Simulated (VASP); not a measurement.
# AgO (F-43m) in VASP: notebook, part 2 of 2

VASP 6.6.1. Earlier steps stand in the parts before.

### Step 4. Single point, r2SCAN, collinear spin, ferromagnetic start

This run uses another cell than the first one, of 15.40 Å³/atom.

Contents of POSCAR:

```
AgO
1.0
    0.0000000000      2.4879195972      2.4879195972
    2.4879195972      0.0000000000      2.4879195972
    2.4879195972      2.4879195972      0.0000000000
Ag O
1 1
Direct
    0.0000000000      0.0000000000      0.0000000000
    0.7500000000      0.7500000000      0.7500000000
```

Contents of INCAR.step1:

```
SYSTEM = AgO
PREC = Accurate
ENCUT = 520
ISMEAR = 0
SIGMA = 0.1
LREAL = .FALSE.
LASPH = .TRUE.
NELM = 150
ISPIN = 2
MAGMOM = -0.39 -0.58
LMAXMIX = 4
NBANDS = 20
GGA = PE
ALGO = Normal
EDIFF = 1E-4
LWAVE = .TRUE.
LCHARG = .FALSE.
```

Contents of INCAR.step2:

```
SYSTEM = AgO
PREC = Accurate
ENCUT = 520
EDIFF = 1E-6
ISMEAR = 0
SIGMA = 0.1
LREAL = .FALSE.
LASPH = .TRUE.
NELM = 150
ALGO = Normal
ISIF = 2
LWAVE = .FALSE.
LCHARG = .FALSE.
ISPIN = 2
MAGMOM = -0.39 -0.58
LORBIT = 11
LMAXMIX = 4
METAGGA = R2SCAN
LMIXTAU = .TRUE.
NBANDS = 20
ISTART = 1
```

Contents of KPOINTS:

```
Automatic mesh
0
G
  14 14 14
  0 0 0
```

Command:

```
$ cat potpaw_PBE.64/Ag/POTCAR potpaw_PBE.64/O/POTCAR > POTCAR
$ cp INCAR.step1 INCAR
$ mpirun -np 1 vasp_std > vasp.out
$ cp INCAR.step2 INCAR
$ mpirun -np 1 vasp_std > vasp.out
```

Wall time 3.9 min (1 thread of Intel Xeon 6975P-C (Granite Rapids), shared host); peak memory 0.26 GiB.

It converged, with:

```yaml
Free_energy: -26.9658 eV
Pressure: 0.6 GPa
Net_moment: -0.01 μB per cell
Valence_electrons_inside_the_program's_atomic_spheres: Ag 9.75; O 4.90
```

Levels at points of the mesh, in eV from the Fermi level:
Spin up:
```
           k point  band 7  band 8  band 9  band 10  band 11  band 12
(0.00, 0.00, 0.00)    0.73    0.82    0.82     0.82    14.45    14.45
(0.50, 0.00, 0.00)   -2.69   -0.02   -0.02     5.84     7.25    14.23
(0.50, 0.50, 0.00)   -1.73   -1.29   -1.29     6.41     9.20    11.70
```
Spin down:
| k point | band 7 | band 8 | band 9 | band 10 | band 11 | band 12 |
| --- | --- | --- | --- | --- | --- | --- |
| (0.00, 0.00, 0.00) | 0.73 | 0.81 | 0.81 | 0.81 | 14.45 | 14.45 |
| (0.50, 0.00, 0.00) | -2.69 | -0.03 | -0.03 | 5.84 | 7.25 | 14.23 |
| (0.50, 0.50, 0.00) | -1.74 | -1.30 | -1.30 | 6.41 | 9.19 | 11.70 |

Caveat: the PAW data sets were made with another functional, which shifts forces and pressure a little.

### Step 5. Single point, r2SCAN, collinear spin, ferromagnetic start

This run uses another cell than the first one, of 15.74 Å³/atom.

Contents of POSCAR:

```
AgO
1.0
    0.0000000000      2.5058610647      2.5058610647
    2.5058610647      0.0000000000      2.5058610647
    2.5058610647      2.5058610647      0.0000000000
Ag O
1 1
Direct
    0.0000000000      0.0000000000      0.0000000000
    0.7500000000      0.7500000000      0.7500000000
```

Contents of INCAR.step1:

```
SYSTEM = AgO
  ALGO = Normal
  EDIFF = 1E-4
  ENCUT = 520
  GGA = PE
  ISMEAR = 0
  ISPIN = 2
  LASPH = .TRUE.
  LCHARG = .FALSE.
  LMAXMIX = 4
  LREAL = .FALSE.
  LWAVE = .TRUE.
  MAGMOM = -0.38 -0.57
  NBANDS = 20
  NELM = 150
  PREC = Accurate
  SIGMA = 0.1
```

Contents of INCAR.step2:

```
SYSTEM = AgO
  ALGO = Normal
  EDIFF = 1E-7
  ENCUT = 520
  ISIF = 2
  ISMEAR = 0
  ISPIN = 2
  ISTART = 1
  LASPH = .TRUE.
  LCHARG = .FALSE.
  LMAXMIX = 4
  LMIXTAU = .TRUE.
  LORBIT = 11
  LREAL = .FALSE.
  LWAVE = .FALSE.
  MAGMOM = -0.38 -0.57
  METAGGA = R2SCAN
  NBANDS = 20
  NELM = 150
  PREC = Accurate
  SIGMA = 0.1
```

Contents of KPOINTS:

```
k-points
0
G
  14 14 14
  0 0 0
```

Potentials or basis: VASP PAW PBE potentials, release 64 (Ag, O).

Command:

```
$ cat potpaw_PBE.64/Ag/POTCAR potpaw_PBE.64/O/POTCAR > POTCAR
$ cp INCAR.step1 INCAR
$ mpirun -np 1 vasp_std > vasp.out
$ cp INCAR.step2 INCAR
$ mpirun -np 1 vasp_std > vasp.out
```

OUTCAR:

```text
SYSTEM = AgO
   EDIFF = 1E-7
   ENCUT = 520
   ISIF = 2
   ISMEAR = 0
   ISPIN = 2
   ISTART = 1
   LASPH = .TRUE.
   LORBIT = 11
   LREAL = .FALSE.
   METAGGA = R2SCAN
   NELM = 150
   PREC = Accurate

 ion  position               nearest neighbor table
   1  0.000  0.000  0.000-   2 2.17   2 2.17   2 2.17   2 2.17
   2  0.750  0.750  0.750-   1 2.17   1 2.17   1 2.17   1 2.17

  LATTYP: Found a face centered cubic cell.
 ALAT       =     5.0117221294

  Lattice vectors:

 A1 = (   0.0000000000,   2.5058610647,   2.5058610647)
 A2 = (   2.5058610647,   0.0000000000,   2.5058610647)
 A3 = (   2.5058610647,   2.5058610647,   0.0000000000)

Analysis of symmetry for initial positions (statically):
=====================================================================
 Subroutine PRICEL returns:
 Original cell was already a primitive cell.

 Routine SETGRP: Setting up the symmetry group for a
 face centered cubic supercell.

 Subroutine GETGRP returns: Found 24 space group operations
 (whereof 24 operations were pure point group operations)
 out of a pool of 48 trial point group operations.

The static configuration has the point symmetry T_d .

Analysis of symmetry for dynamics (positions and initial velocities):
=====================================================================
 Subroutine PRICEL returns:
 Original cell was already a primitive cell.

 Routine SETGRP: Setting up the symmetry group for a
 face centered cubic supercell.

 Subroutine GETGRP returns: Found 24 space group operations
 (whereof 24 operations were pure point group operations)
 out of a pool of 48 trial point group operations.

The dynamic configuration has the point symmetry T_d .

Analysis of structural, dynamic, and magnetic symmetry:
=====================================================================
 Subroutine PRICEL returns:
 Original cell was already a primitive cell.

 Routine SETGRP: Setting up the symmetry group for a
 face centered cubic supercell.

 Subroutine GETGRP returns: Found 24 space group operations
 (whereof 24 operations were pure point group operations)
 out of a pool of 48 trial point group operations.

The overall configuration has the point symmetry T_d .

 Subroutine INISYM returns: Found 24 space group operations
 (whereof 24 operations are pure point group operations),
 and found     1 'primitive' translations

----------------------------------------------------------------------------------------

                                     Primitive cell

  volume of cell :      31.4703

  direct lattice vectors                    reciprocal lattice vectors
     0.000000000  2.505861065  2.505861065    -0.199532212  0.199532212  0.199532212
     2.505861065  0.000000000  2.505861065     0.199532212 -0.199532212  0.199532212
     2.505861065  2.505861065  0.000000000     0.199532212  0.199532212 -0.199532212

  length of vectors
     3.543822703  3.543822703  3.543822703     0.345599928  0.345599928  0.345599928

  position of ions in fractional coordinates (direct lattice)
     0.000000000  0.000000000  0.000000000
     0.750000000  0.750000000  0.750000000

  ion indices of the primitive-cell ions
   primitive index   ion index
                 1           1
                 2           2

[... 65 lines left out ...]
   ISPIN  =      2    spin polarized calculation?
   LNONCOLLINEAR =      F non collinear calculations
   LSORBIT =      F    spin-orbit coupling
   LASPH  =      T    aspherical Exc in radial PAW
   ENCUT  =  520.0 eV  38.22 Ry    6.18 a.u.   6.59  6.59  6.59*2*pi/ulx,y,z
   NELM   =    150;   NELMIN=  2; NELMDL=  0     # of ELM steps
   EDIFF  = 0.1E-06   stopping-criterion for ELM
   LREAL  =      F    real-space projection
   EDIFFG = 0.1E-05   stopping-criterion for IOM
   NSW    =      0    number of steps for IOM
   IBRION =     -1    ionic relax: 0-MD 1-quasi-New 2-CG
   NFREE  =      0    steps in history (QN), initial steepest desc. (CG)
   ISIF   =      2    stress and relaxation
   ISYM   =      2    0-nonsym 1-usesym 2-fastsym
   POTIM  = 0.5000    time-step for ionic-motion
   TEBEG  =    0.0;   TEEND  =   0.0 temperature during run
   PSTRESS=    0.0 pullay stress
   NELECT =      17.0000    total number of electrons
   NUPDOWN=      -1.0000    fix difference up-down
   EMIN   =  10.00;   EMAX   =-10.00  energy-range for DOS
   EFERMI =   0.00;   METHOD = LEGACY
   ISMEAR =     0;   SIGMA  =   0.10  broadening in eV -4-tet -1-fermi 0-gaus
   EFERMI_NEDOS =   21; number of points for ismear=-14 and -15
   IALGO  =     38    algorithm
   IMIX   =      4    mixing-type and parameters
     AMIX     =   0.40;   BMIX     =  1.00
     AMIX_MAG =   1.60;   BMIX_MAG =  1.00
  volume/ion in A,a.u.               =      15.74       106.19
  Fermi-wavevector in a.u.,A,eV,Ry     =   1.333289  2.519550 24.186510  1.777658
  Thomas-Fermi vector in A             =   2.462158
   LORBIT       =     11    0 simple, 1 ext, 2 COOP (PROOUT), +10 PAW based schemes
   METAGGA = R2SCAN    functional components
   LHFCALC =     F    Hartree Fock is set to
   AEXX    =    0.0000 exact exchange contribution
   IVDW    =     0    specifies the selected vdW correction
   LEPSILON=     F    determine dielectric tensor
   LRPA    =     F    only Hartree local field effects (RPA)
 spin polarized calculation
 Gauss-broadening in eV      SIGMA  =   0.10
  energy-cutoff  :      520.00
  volume of cell :       31.47
 maximum number of plane-waves:       877
   NGX = 13   NGY = 13   NGZ = 13

 number of electron      16.9999997 magnetization      -0.0013814

 number of electron      16.9999997 magnetization       0.0001121

 Free energy of the ion-electron system (eV)
  ---------------------------------------------------
  ext. energy  EPLUGINS =         0.00000000
  ---------------------------------------------------
  free energy    TOTEN  =       -26.96404313 eV

  energy without entropy =      -26.95202982  energy(sigma->0) =      -26.95803648

 E-fermi :   3.1946     XC(G=0): -10.9822

 val. band max:        3.1776521375   @ k =   0.2857   0.2143   0.0000
 cond. band min:       3.1950835646   @ k =  -0.4286   0.0714   0.0000
 fundamental gap:      0.0174314271
 Fermi energy:         3.1945814806

 spin component 1

 k-point     1 :       0.0000    0.0000    0.0000
  band No.  band energies     occupation
      1     -15.4651      1.00000
      2      -2.1209      1.00000
      3      -2.1209      1.00000
      4      -2.1209      1.00000
      5       0.2027      1.00000
      6       0.2027      1.00000
[... 541 lines left out ...]
     19      28.1665      0.00000
     20      30.1295      0.00000

 [... further k-points ...]

 spin component 2

 k-point     1 :       0.0000    0.0000    0.0000
  band No.  band energies     occupation
      1     -15.4650      1.00000
      2      -2.1208      1.00000
      3      -2.1208      1.00000
      4      -2.1208      1.00000
      5       0.2028      1.00000
      6       0.2028      1.00000
[... 541 lines left out ...]
     19      28.1665      0.00000
     20      30.1296      0.00000

 [... further k-points ...]

------------------------ aborting loop because EDIFF is reached ----------------------------------------

  FORCE on cell =-STRESS in cart. coord.  units (eV):
  Direction    XX          YY          ZZ          XY          YZ          ZX
  --------------------------------------------------------------------------------------
  -------------------------------------------------------------------------------------
  Total       -0.3247899     -0.3247899     -0.3247899      0.0000000      0.0000000     -0.0000000
  in kB      -16.5353025    -16.5353025    -16.5353025      0.0000000      0.0000000     -0.0000000
  external PRESSURE =     -16.5353025 kB  Pullay stress =       0.0000000 kB

 VOLUME and BASIS-vectors are now :
 -----------------------------------------------------------------------------
  energy-cutoff  :      520.00
  volume of cell :       31.47
      direct lattice vectors                 reciprocal lattice vectors
     0.000000000  2.505861065  2.505861065    -0.199532212  0.199532212  0.199532212
     2.505861065  0.000000000  2.505861065     0.199532212 -0.199532212  0.199532212
     2.505861065  2.505861065  0.000000000     0.199532212  0.199532212 -0.199532212

 POSITION                                       TOTAL-FORCE (eV/Angst)
 -----------------------------------------------------------------------------------
      0.00000      0.00000      0.00000         0.000000      0.000000      0.000000
      3.75879      3.75879      3.75879        -0.000000     -0.000000     -0.000000
 -----------------------------------------------------------------------------------
    total drift:                               -0.000006     -0.000006     -0.000006

  FREE ENERGIE OF THE ION-ELECTRON SYSTEM (eV)
  ---------------------------------------------------
  free  energy   TOTEN  =       -26.9640431264 eV

  energy  without entropy=      -26.9520298237  energy(sigma->0) =      -26.95803648

 total charge

# of ion       s       p       d       tot
------------------------------------------
    1        0.313   0.301   9.109   9.724
    2        1.582   3.303   0.000   4.885
--------------------------------------------------
tot          1.896   3.605   9.109  14.610

 magnetization (x)

# of ion       s       p       d       tot
------------------------------------------
    1       -0.000   0.000   0.000   0.000
    2        0.000   0.000   0.000   0.000
--------------------------------------------------
tot         -0.000   0.000   0.000   0.000
```

It took 4.7 min on 1 thread of Intel Xeon 6975P-C (Granite Rapids), shared host; peak memory 0.25 GiB.

What came out:

```yaml
Free_energy: -26.9640 eV
Pressure: -1.7 GPa
Net_moment: 0.00 μB per cell
Valence_electrons_inside_the_program's_atomic_spheres: Ag 9.72; O 4.88
```

Caveat: the PAW data sets were made with another functional, which shifts forces and pressure a little.

### Step 6. The runs side by side

```csv
cell,gap on the mesh (eV),pressure (GPa),moment (μB)
"a = 3.437 Å, angles 60.0°, 2 atoms",none,9.6,0.02
"a = 3.483 Å, angles 60.0°, 2 atoms",none,4.1,0.00
"a = 3.518 Å, angles 60.0°, 2 atoms",none,0.6,0.01
"a = 3.544 Å, angles 60.0°, 2 atoms",none,-1.7,0.00
```

Alike in all rows: task single point; level r2SCAN; potentials or basis VASP PAW PBE potentials, release 64 (Ag, O); spin collinear, ferromagnetic start; k mesh 14 × 14 × 14; cutoff (eV) 520; smearing gaussian 0.1 eV.

Caveats: the PAW data sets were made with another functional, which shifts forces and pressure a little; the cell stands under pressure (at least some runs).

Total energies depend on the potentials used, so only differences within one code and one set of settings carry meaning.

The gap in the log of VASP goes by the Fermi energy; the results here count the filled bands.